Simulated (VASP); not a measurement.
A run of VASP 6.6.1 is set up as follows.

INCAR

```
SYSTEM = Sb
PREC = Accurate
ENCUT = 520
EDIFF = 1E-6
ISMEAR = 0
SIGMA = 0.15
LREAL = .False.
LASPH = .True.
NELM = 80
ALGO = Normal
ISIF = 2
LWAVE = .False.
LCHARG = .False.
GGA = PS
NBANDS = 8
```

Contents of KPOINTS:

```
Automatic mesh
0
Gamma
  16 16 16
  0 0 0
```

Contents of POSCAR:

```
Sb
1.0
    3.0336000000      0.0000000000      0.0000000000
    0.0000000000      3.0336000000      0.0000000000
    0.0000000000      0.0000000000      3.2864000000
Sb
1
Direct
    0.0000000000      0.0000000000      0.0000000000
```

Potentials or basis: VASP PAW PBE potentials, release 64 (Sb).

Launch:

```sh
$ cat potpaw_PBE.64/Sb/POTCAR > POTCAR
$ mpirun -np 1 vasp_std > vasp.out
```

**Question.** Predict the pressure.

**Answer.** -2.1 GPa.

Stress tensor (GPa, compression positive):
```
 0.55  0.00  0.00
 0.00  0.55  0.00
 0.00  0.00 -7.45
```

Caveat: the cell differs from its parent crystal (strain -0.040 along x and y, +0.040 along z); the PAW data sets were made with another functional, which shifts forces and pressure a little.
